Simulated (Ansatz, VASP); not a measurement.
# BaTiO3: VASP beside Ansatz

INCAR

```
SYSTEM = BaTiO3
  PREC = Accurate
  ENCUT = 520
  EDIFF = 1E-6
  ISMEAR = 0
  SIGMA = 0.01
  LREAL = .FALSE.
  LASPH = .TRUE.
  NELM = 150
  ALGO = Normal
  ISIF = 2
  LWAVE = .FALSE.
  LCHARG = .FALSE.
  LMAXMIX = 4
  LDAU = .TRUE.
  LDAUTYPE = 2
  LDAUL = -1 2 -1
  LDAUU = 0 3 0
  LDAUJ = 0 0 0
  LDAUPRINT = 1
  GGA = PE
  NBANDS = 28
```

Contents of KPOINTS:

```
Automatic mesh
0
G
  4 4 4
  0 0 0
```

Contents of POSCAR:

```
BaTiO3
1.0
    3.9998000000      0.0000000000      0.0000000000
    0.0000000000      3.9998000000      0.0000000000
    0.0000000000      0.0000000000      4.0180000000
Ba Ti O
1 1 3
Direct
    0.0000000000      0.0000000000      0.0000000000
    0.5000000000      0.5000000000      0.4900000000
    0.5000000000      0.5000000000      0.0190000000
    0.5000000000      0.0000000000      0.5170000000
    0.0000000000      0.5000000000      0.5170000000
```

Input for Ansatz:

```yaml
crystal:
  lattice:
    - [3.9998, 0.0, 0.0]
    - [0.0, 3.9998, 0.0]
    - [0.0, 0.0, 4.018]
  atoms:
    - { symbol: Ba, position: [0.0, 0.0, 0.0] }
    - { symbol: Ti, position: [0.5, 0.5, 0.49] }
    - { symbol: O, position: [0.5, 0.5, 0.019] }
    - { symbol: O, position: [0.5, 0.0, 0.517] }
    - { symbol: O, position: [0.0, 0.5, 0.517] }
kpoints:
  mp_grid:
    grid: [4, 4, 4]
    shift: [0.0, 0.0, 0.0]
hamiltonian:
  xc: pbe
  hubbard:
    - { species: Ti, l: d, u_eff: 3.0 }
scf:
  occupations:
    method: fixed
output:
  eigenvalues: true
```

Alike in both runs: task single point; functional PBE; k mesh 4 × 4 × 4; no spin polarisation; Hubbard terms Ti d U = 3.0 eV.

|  | VASP | Ansatz |
| --- | --- | --- |
| version | VASP 6.6.1 | Ansatz 0.2.0 |
| potentials or method | VASP PAW PBE potentials, release 64 (Ba_sv, Ti_sv, O) | plane waves, PAW |
| plane-wave cutoff (eV) | 520 | 420 |
| occupations | gaussian, width 0.01 eV | fixed |
| valence electrons in the cell | 40 | 40 |

Ansatz gave:

| Item | Value |
| --- | --- |
| gap on the k mesh at the Fermi level (eV) | 2.16 |

Question: Estimate VASP's values.

Answer: gap on the k mesh at the Fermi level (eV): 2.11.

The programs project onto different local orbitals, so the same U acts differently, and such runs can settle in different states.

Neither program's run includes spin-orbit coupling.
